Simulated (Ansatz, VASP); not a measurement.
**GdO in VASP and in Ansatz**

File INCAR:

```
SYSTEM = GdO
PREC = Accurate
ENCUT = 520
EDIFF = 1E-6
ISMEAR = 1
SIGMA = 0.15
LREAL = .FALSE.
LASPH = .TRUE.
NELM = 150
ALGO = Normal
ISIF = 2
LWAVE = .FALSE.
LCHARG = .FALSE.
ISPIN = 2
MAGMOM = 7 0
LORBIT = 11
LMAXMIX = 6
GGA = RP
NBANDS = 23
```

The input KPOINTS:

```
regular mesh
0
G
  9 9 9
  0 0 0
```

POSCAR

```
GdO
1.0
    0.0000000000      2.6259898308      2.6259898308
    2.6259898308      0.0000000000      2.6259898308
    2.6259898308      2.6259898308      0.0000000000
Gd O
1 1
Direct
    0.0000000000      0.0000000000      0.0000000000
    0.2500000000      0.2500000000      0.2500000000
```

Input for Ansatz:

```yaml
crystal:
  lattice:
    - [0.0, 2.6259898307909113, 2.6259898307909113]
    - [2.6259898307909113, 0.0, 2.6259898307909113]
    - [2.6259898307909113, 2.6259898307909113, 0.0]
  atoms:
    - { symbol: Gd, position: [0.0, 0.0, 0.0], spin: 7.0 }
    - { symbol: O, position: [0.25, 0.25, 0.25] }
accuracy: low
basis:
  ecutwfc: 420.0
kpoints:
  mp_grid:
    grid: [9, 9, 9]
hamiltonian:
  xc: rpbe
magnetization:
  spin_polarized: true
scf:
  self_checks: high
  convergence:
    dr2_threshold: 1.0e-05
  occupations:
    method: cold
    width: 0.15
output:
  stress: true
```

Alike in both runs: task single point; functional RPBE; k mesh 9 × 9 × 9; collinear spin.

|  | VASP | Ansatz |
| --- | --- | --- |
| version | VASP 6.6.1 | Ansatz 0.2.0 |
| potentials or method | VASP PAW PBE potentials, release 64 (Gd, O), cutoff 520 eV | plane waves, PAW |
| occupations | methfessel-paxton of order 1, width 0.15 eV | cold, width 0.15 eV |
| valence electrons in the cell | 24 | 24 |

```csv
,VASP,Ansatz,Ansatz less VASP
gap on the k mesh at the Fermi level (eV),none,none,-
pressure (GPa),11.8,11.6,-0.27
net moment per atom (μB),3.86,3.83,-0.029
size of the moment on the site where the two differ most (μB),6.93,6.83,-0.099
```

VASP's potentials were made for PBE, not for RPBE. Site moments also hang on the region over which each program counts them. A gap of «none» marks a metal or a gap that the smearing closes. Ansatz's warnings: stability check not made, stress scf threshold loose.

Spin-orbit coupling is off throughout.
